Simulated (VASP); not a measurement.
The system is TaN.

```xyz
6
Lattice="5.1960 0.0000 0.0000 -2.5980 4.4999 0.0000 0.0000 0.0000 2.9110" Properties=species:S:1:pos:R:3 pbc="T T T"
Ta    0.0000    2.9999    1.4555
Ta    2.5980    1.5000    1.4555
Ta    0.0000    0.0000    0.0000
N     2.0412    0.0000    0.0000
N    -1.0206    1.7678    0.0000
N     1.5774    2.7321    0.0000
```

Base run:

```yaml
Program: VASP 6.6.1
Functional: r2SCAN
Potentials_or_basis: VASP PAW PBE potentials, release 64 (Ta_pv, N)
Cutoff: 660 eV
k_mesh: 4 × 4 × 6
Occupations: methfessel-paxton, width 0.1 eV
Spin: no spin polarisation
```

Its results: band gap on the k mesh zero (bands 24 and 25 overlap by 2.94 eV); pressure 2.1 GPa; largest force 0.011 eV/Å.

Question: The run is repeated on the same cell with these changes: k mesh from 4 × 4 × 6 to 2 × 2 × 3. What comes out?

Answer: Band gap on the k mesh zero (bands 24 and 25 overlap by 1.06 eV); pressure 2.8 GPa; largest force 0.349 eV/Å.

Caveats: some runs use coarse meshes; the PAW data sets were made with another functional, which shifts forces and pressure a little; spin-orbit coupling is left out, which moves the levels of the heavy elements.
